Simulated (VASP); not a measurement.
# SiO2 (I-42d) in VASP: single point with PBE-based screened hybrid with 25 % exact exchange

Aim: the single point of SiO2 with PBE-based screened hybrid with 25 % exact exchange.

Everything below comes from runs of VASP 6.6.1. Logs are shortened: lines on timing, memory, paths and dates and some standing lists are left out, and cuts for length are marked.

## (1) The cell of the first run

The structure is tetragonal, space group I-42d (No. 122). The conventional cell has a = 4.803 Å, b = 4.803 Å, c = 7.317 Å, α = 90.00°, β = 90.00°, γ = 90.00°. Within 2.2 Å of Si (site symmetry -4) lie 4 O at 1.62 Å. Within 2.2 Å of O (site symmetry 2) lie 2 Si at 1.62 Å.

## (2) Single point, PBE-based screened hybrid with 25 % exact exchange

Input file POSCAR:

```
SiO2
1.0
   -2.4016287954      2.4016287954      3.6585047410
    2.4016287954     -2.4016287954      3.6585047410
    2.4016287954      2.4016287954     -3.6585047410
Si O
2 4
Direct
    0.0000000000      0.0000000000      0.0000000000
    0.7500000000      0.2500000000      0.5000000000
    1.0000759676      0.6250000000      0.8750759676
    0.3750000000      0.2500759676      0.3750759676
    0.7499240324      0.1250000000      0.1249240324
    0.8750000000     -0.0000759676      0.6249240324
```

Input file INCAR.step1:

```
SYSTEM = SiO2
PREC = Accurate
ENCUT = 520
EDIFF = 1E-5
ISMEAR = 0
SIGMA = 0.05
LREAL = .FALSE.
LASPH = .TRUE.
NELM = 80
ALGO = Normal
ISIF = 2
LWAVE = .TRUE.
LCHARG = .FALSE.
GGA = PE
NBANDS = 25
```

Input file INCAR.step2:

```
SYSTEM = SiO2
PREC = Accurate
ENCUT = 520
EDIFF = 1E-6
ISMEAR = 0
SIGMA = 0.05
LREAL = .FALSE.
LASPH = .TRUE.
NELM = 80
ALGO = Normal
ISIF = 2
LWAVE = .FALSE.
LCHARG = .FALSE.
GGA = PE
LHFCALC = .TRUE.
AEXX = 0.25
HFSCREEN = 0.15
PRECFOCK = Fast
ISTART = 1
NBANDS = 25
```

Input file KPOINTS:

```
Automatic mesh
0
G
  4 4 4
  0 0 0
```

Potentials or basis: VASP PAW PBE potentials, release 64 (Si, O).

The run is started by

```sh
$ cat potpaw_PBE.64/Si/POTCAR potpaw_PBE.64/O/POTCAR > POTCAR
$ cp INCAR.step1 INCAR
$ mpirun -np 1 vasp_std > vasp.out
$ cp INCAR.step2 INCAR
$ mpirun -np 1 vasp_std > vasp.out
```

OUTCAR:

```text
SYSTEM = SiO2
   PREC = Accurate
   ENCUT = 520
   EDIFF = 1E-6
   ISMEAR = 0
   LREAL = .FALSE.
   LASPH = .TRUE.
   NELM = 80
   ISIF = 2
   GGA = PE
   LHFCALC = .TRUE.
   AEXX = 0.25
   HFSCREEN = 0.15
   PRECFOCK = Fast
   ISTART = 1

 ion  position               nearest neighbor table
   1  0.000  0.000  0.000-   3 1.62   4 1.62   5 1.62   6 1.62   2 3.02   2 3.02   2 3.02   2 3.02

   2  0.750  0.250  0.500-   3 1.62   4 1.62   5 1.62   6 1.62   1 3.02   1 3.02   1 3.02   1 3.02

   3  0.000  0.625  0.875-   1 1.62   2 1.62
   4  0.375  0.250  0.375-   1 1.62   2 1.62
   5  0.750  0.125  0.125-   1 1.62   2 1.62
   6  0.875  1.000  0.625-   1 1.62   2 1.62

  LATTYP: Found a body centered tetragonal cell.
 ALAT       =     4.8032575908
 C/A-ratio  =     1.5233431361

  Lattice vectors:

 A1 = (  -2.4016287954,   2.4016287954,   3.6585047410)
 A2 = (   2.4016287954,  -2.4016287954,   3.6585047410)
 A3 = (   2.4016287954,   2.4016287954,  -3.6585047410)

Analysis of symmetry for initial positions (statically):
=====================================================================
 Subroutine PRICEL returns:
 Original cell was already a primitive cell.

 Routine SETGRP: Setting up the symmetry group for a
 body centered tetragonal supercell.

 Subroutine GETGRP returns: Found  8 space group operations
 (whereof  4 operations were pure point group operations)
 out of a pool of 16 trial point group operations.

The static configuration has the point symmetry S_4 .
 The point group associated with its full space group is D_2d.

Analysis of symmetry for dynamics (positions and initial velocities):
=====================================================================
 Subroutine PRICEL returns:
 Original cell was already a primitive cell.

 Routine SETGRP: Setting up the symmetry group for a
 body centered tetragonal supercell.

 Subroutine GETGRP returns: Found  8 space group operations
 (whereof  4 operations were pure point group operations)
 out of a pool of 16 trial point group operations.

The dynamic configuration has the point symmetry S_4 .
 The point group associated with its full space group is D_2d.

 Subroutine INISYM returns: Found  8 space group operations
 (whereof  4 operations are pure point group operations),
 and found     1 'primitive' translations

----------------------------------------------------------------------------------------

                                     Primitive cell

  volume of cell :      84.4064

  direct lattice vectors                    reciprocal lattice vectors
    -2.401628795  2.401628795  3.658504741     0.000000000  0.208192041  0.136667856
     2.401628795 -2.401628795  3.658504741     0.208192041  0.000000000  0.136667856
     2.401628795  2.401628795 -3.658504741     0.208192041  0.208192041  0.000000000

  length of vectors
     4.992023506  4.992023506  4.992023506     0.249042223  0.249042223  0.294428008

  position of ions in fractional coordinates (direct lattice)
     0.000000000  0.000000000  0.000000000
     0.750000000  0.250000000  0.500000000
     0.000075968  0.625000000  0.875075968
     0.375000000  0.250075968  0.375075968
     0.749924032  0.125000000  0.124924032
     0.875000000  0.999924032  0.624924032

  ion indices of the primitive-cell ions
   primitive index   ion index
                 1           1
                 2           2
                 3           3
                 4           4
                 5           5
                 6           6

----------------------------------------------------------------------------------------

 KPOINTS: Automatic mesh

Automatic generation of k-mesh.
 Grid dimensions read from file:
 generate k-points for:    4    4    4

 Generating k-lattice:

  Cartesian coordinates                     Fractional coordinates (reciprocal lattice)
     0.000000000  0.052048010  0.034166964     0.250000000 -0.000000000  0.000000000
     0.052048010  0.000000000  0.034166964    -0.000000000  0.250000000  0.000000000
     0.052048010  0.052048010  0.000000000     0.000000000  0.000000000  0.250000000

  Length of vectors
     0.062260556  0.062260556  0.073607002

  Shift w.r.t. Gamma in fractional coordinates (k-lattice)
     0.000000000  0.000000000  0.000000000

 Subroutine IBZKPT returns following result:
 ===========================================

 Found     13 irreducible k-points:

 Following reciprocal coordinates:
            Coordinates               Weight
  0.000000  0.000000  0.000000      1.000000
  0.250000  0.000000  0.000000      8.000000
  0.500000  0.000000  0.000000      4.000000
  0.250000  0.250000  0.000000      8.000000
  0.500000  0.250000  0.000000     16.000000
 -0.250000  0.250000  0.000000      4.000000
  0.500000  0.500000  0.000000      2.000000
  0.250000  0.250000  0.250000      2.000000
 -0.250000  0.250000  0.250000      4.000000
  0.500000  0.500000  0.250000      4.000000
 -0.250000  0.500000  0.250000      8.000000
 -0.250000 -0.250000  0.250000      2.000000
  0.500000  0.500000  0.500000      1.000000
   k-points           NKPTS =     13   k-points in BZ     NKDIM =     64   number of bands    NBANDS=     25
   number of dos      NEDOS =    301   number of ions     NIONS =      6
   total plane-waves  NPLWV =  64000
   dimension x,y,z NGX =    40 NGY =   40 NGZ =   40
   dimension x,y,z NGXF=    80 NGYF=   80 NGZF=   80
   ions per type =               2   4
   NGX,Y,Z   is equivalent  to a cutoff of  13.32, 13.32, 13.32 a.u.
   NGXF,Y,Z  is equivalent  to a cutoff of  26.64, 26.64, 26.64 a.u.
 SYSTEM =  SiO2
   PREC   = accura    normal or accurate (medium, high low for compatibility)
   ISTART =      1    job   : 0-new  1-cont  2-samecut
   ICHARG =      0    charge: 1-file 2-atom 10-const
   ISPIN  =      1    spin polarized calculation?
   LNONCOLLINEAR =      F non collinear calculations
   LSORBIT =      F    spin-orbit coupling
   LASPH  =      T    aspherical Exc in radial PAW
   ENCUT  =  520.0 eV  38.22 Ry    6.18 a.u.   9.28  9.28  9.28*2*pi/ulx,y,z
   NELM   =     80;   NELMIN=  2; NELMDL=  0     # of ELM steps
   EDIFF  = 0.1E-05   stopping-criterion for ELM
   LREAL  =      F    real-space projection
   EDIFFG = 0.1E-04   stopping-criterion for IOM
   NSW    =      0    number of steps for IOM
   IBRION =     -1    ionic relax: 0-MD 1-quasi-New 2-CG
   NFREE  =      0    steps in history (QN), initial steepest desc. (CG)
   ISIF   =      2    stress and relaxation
   ISYM   =      3    0-nonsym 1-usesym 2-fastsym
   POTIM  = 0.5000    time-step for ionic-motion
   TEBEG  =    0.0;   TEEND  =   0.0 temperature during run
   PSTRESS=    0.0 pullay stress
   NELECT =      32.0000    total number of electrons
   NUPDOWN=      -1.0000    fix difference up-down
   EMIN   =  10.00;   EMAX   =-10.00  energy-range for DOS
   EFERMI =   0.00;   METHOD = LEGACY
   ISMEAR =     0;   SIGMA  =   0.05  broadening in eV -4-tet -1-fermi 0-gaus
   EFERMI_NEDOS =   21; number of points for ismear=-14 and -15
   IALGO  =     38    algorithm
   IMIX   =      1    mixing-type and parameters
     AMIX     =   0.40;   BMIX     =  1.00
     AMIX_MAG =   1.60;   BMIX_MAG =  1.00
  volume/ion in A,a.u.               =      14.07        94.93
  Fermi-wavevector in a.u.,A,eV,Ry     =   1.184858  2.239057 19.101068  1.403889
  Thomas-Fermi vector in A             =   2.321064
   LORBIT       =      0    0 simple, 1 ext, 2 COOP (PROOUT), +10 PAW based schemes
   GGA     = PE    functional components
   LHFCALC =     T    Hartree Fock is set to
   PRECFOCK=fast      Normal, Fast or Accurate (Low or Medium for compatibility)
   ENCUT4O =  -1.0   cutoff for four orbital integrals eV
   NKREDX  =     1    reduce k-point grid by
   NKREDY  =     1    reduce k-point grid by
   NKREDZ  =     1    reduce k-point grid by
   AEXX    =    0.2500 exact exchange contribution
   HFSCREEN=    0.1500 screening length (either q_TF or 0.3 A-1)
   HFSCREENC=   0.1500 screening length for correlation (either q_TF or 0.3 A-1)
   ENCUTFOCK=  -1.0 apply spherical cutoff to Coloumb kernel
   IVDW    =     0    specifies the selected vdW correction
   LEPSILON=     F    determine dielectric tensor
   LRPA    =     F    only Hartree local field effects (RPA)
 non-spin polarized calculation
 Gauss-broadening in eV      SIGMA  =   0.05
  energy-cutoff  :      520.00
  volume of cell :       84.41
 maximum number of plane-waves:      2312
 NGX is ok and might be reduce to    40
  NGX = 24; NGY = 24; NGZ = 24

 number of electron      32.0000009 magnetization

 Free energy of the ion-electron system (eV)
  ---------------------------------------------------
  ext. energy  EPLUGINS =         0.00000000
  ---------------------------------------------------
  free energy    TOTEN  =       -59.13124658 eV

  energy without entropy =      -59.13124658  energy(sigma->0) =      -59.13124658

 E-fermi :  -1.4043     XC(G=0):  -6.9840

 val. band max:       -1.6305144786   @ k =   0.0000   0.0000   0.0000
 cond. band min:       6.4652277347   @ k =   0.0000   0.0000   0.0000
 fundamental gap:      8.0957422133
 Fermi energy:        -1.4043271852

 k-point     1 :       0.0000    0.0000    0.0000
  band No.  band energies     occupation
      1     -22.2267      2.00000
      2     -20.0322      2.00000
      3     -20.0322      2.00000
      4     -19.9428      2.00000
      5     -10.7549      2.00000
      6      -7.1041      2.00000
[... 17 lines left out ...]
     24      14.1574      0.00000
     25      14.5846      0.00000

 k-point     2 :       0.2500    0.0000    0.0000
  band No.  band energies     occupation
      1     -22.0292      2.00000
      2     -20.3084      2.00000
      3     -20.0451      2.00000
      4     -19.9838      2.00000
      5     -10.3323      2.00000
      6      -7.2745      2.00000
[... 17 lines left out ...]
     24      13.9270      0.00000
     25      14.5964      0.00000

 k-point     3 :       0.5000    0.0000    0.0000
  band No.  band energies     occupation
      1     -21.7359      2.00000
      2     -20.6998      2.00000
      3     -20.0532      2.00000
      4     -20.0054      2.00000
      5      -9.8063      2.00000
      6      -7.5661      2.00000
[... 17 lines left out ...]
     24      13.9612      0.00000
     25      14.5619      0.00000

 k-point     4 :       0.2500    0.2500    0.0000
  band No.  band energies     occupation
      1     -21.7454      2.00000
      2     -20.6669      2.00000
      3     -20.0660      2.00000
      4     -20.0169      2.00000
      5      -9.7629      2.00000
      6      -7.7483      2.00000
[... 17 lines left out ...]
     24      14.1811      0.00000
     25      14.7133      0.00000
[... 169 lines left out ...]
 k-point    11 :      -0.2500    0.5000    0.2500
  band No.  band energies     occupation
      1     -21.5971      2.00000
      2     -20.8335      2.00000
      3     -20.0697      2.00000
      4     -20.0488      2.00000
      5      -9.4040      2.00000
      6      -7.8810      2.00000
[... 17 lines left out ...]
     24      14.2325      0.00000
     25      14.7073      0.00000

 k-point    12 :      -0.2500   -0.2500    0.2500
  band No.  band energies     occupation
      1     -21.9535      2.00000
      2     -20.3628      2.00000
      3     -20.0530      2.00000
      4     -20.0530      2.00000
      5     -10.0928      2.00000
      6      -7.2235      2.00000
[... 17 lines left out ...]
     24      13.9921      0.00000
     25      14.6919      0.00000

 k-point    13 :       0.5000    0.5000    0.5000
  band No.  band energies     occupation
      1     -21.2266      2.00000
      2     -21.2266      2.00000
      3     -20.0736      2.00000
      4     -20.0736      2.00000
      5      -8.5949      2.00000
      6      -8.5949      2.00000
[... 17 lines left out ...]
     24      14.4257      0.00000
     25      14.4278      0.00000

------------------------ aborting loop because EDIFF is reached ----------------------------------------

  FORCE on cell =-STRESS in cart. coord.  units (eV):
  Direction    XX          YY          ZZ          XY          YZ          ZX
  --------------------------------------------------------------------------------------
  -------------------------------------------------------------------------------------
  Total       -1.1791920     -1.1791920     -0.9848824      0.0000000     -0.0000000      0.0000000
  in kB      -22.3830732    -22.3830732    -18.6947459      0.0000000     -0.0000000      0.0000000
  external PRESSURE =     -21.1536308 kB  Pullay stress =       0.0000000 kB

 VOLUME and BASIS-vectors are now :
 -----------------------------------------------------------------------------
  energy-cutoff  :      520.00
  volume of cell :       84.41
      direct lattice vectors                 reciprocal lattice vectors
    -2.401628795  2.401628795  3.658504741     0.000000000  0.208192041  0.136667856
     2.401628795 -2.401628795  3.658504741     0.208192041  0.000000000  0.136667856
     2.401628795  2.401628795 -3.658504741     0.208192041  0.208192041  0.000000000

 POSITION                                       TOTAL-FORCE (eV/Angst)
 -----------------------------------------------------------------------------------
      0.00000      0.00000      0.00000        -0.000000     -0.000000     -0.000000
      0.00000      2.40163      1.82925        -0.000000     -0.000000      0.000000
      3.60244      0.60077     -0.91463        -0.000000     -0.422939     -0.000000
      0.60077      1.20081      0.91463        -0.422939     -0.000000     -0.000000
     -1.20081      1.80086      2.74388        -0.000000      0.422939      0.000000
      1.80086      1.20081      4.57313         0.422939      0.000000      0.000000
 -----------------------------------------------------------------------------------
    total drift:                                0.000013      0.000006      0.000008

  FREE ENERGIE OF THE ION-ELECTRON SYSTEM (eV)
  ---------------------------------------------------
  free  energy   TOTEN  =       -59.1312465834 eV

  energy  without entropy=      -59.1312465834  energy(sigma->0) =      -59.13124658
```

Run time: 51 min. Hardware: 1 thread of Oxide Virtual Turin-like, shared host; peak memory 0.3 GiB.

Results:

- Free energy: -59.1312 eV
- Pressure: -2.1 GPa
- Largest force: 0.423 eV/Å
- Band gap on the k mesh: 8.10 eV

Forces on the atoms (eV/Å):
```
Si   0.000  0.000  0.000
Si   0.000  0.000  0.000
O    0.000 -0.423  0.000
O   -0.423  0.000  0.000
O    0.000  0.423  0.000
O    0.423  0.000  0.000
```

Stress tensor (GPa, compression positive):
```
-2.24  0.00  0.00
 0.00 -2.24  0.00
 0.00  0.00 -1.87
```

Caveat: the PAW data sets were made with another functional, which shifts forces and pressure a little.
